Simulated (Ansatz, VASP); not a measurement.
InSb3: VASP beside Ansatz

```
In Sb
1.0
     0.00000    3.73389    3.73389
     3.73389    0.00000    3.73389
     3.73389    3.73389    0.00000
In Sb
1 3
Direct
  0.00000 0.00000 0.00000
  0.25000 0.25000 0.25000
  0.75000 0.75000 0.75000
  0.50000 0.50000 0.50000
```

Alike in both runs: task single point; functional PBEsol; dispersion D3(BJ); k mesh 10 × 10 × 10; occupations gaussian, width 0.1 eV; no spin polarisation.

|  | VASP | Ansatz |
| --- | --- | --- |
| version | VASP 6.6.1 | Ansatz 0.2.0 |
| potentials or method | VASP PAW PBE potentials, release 64 (In_d, Sb), cutoff 500 eV | scalar-relativistic, plane waves, PAW |
| valence electrons in the cell | 28 | 58 |

```csv
,VASP,Ansatz,Ansatz less VASP
gap on the k mesh at the Fermi level (eV),none,none,-
pressure (GPa),-3.6,-3.6,+0.01
```

VASP's potentials were made for PBE, not for PBEsol. A gap of «none» marks a metal or a gap that the smearing closes. VASP's potentials hold 28 valence electrons a cell and Ansatz's 58, so a difference there can come from the potentials and not from the codes.

Neither program's run includes spin-orbit coupling.
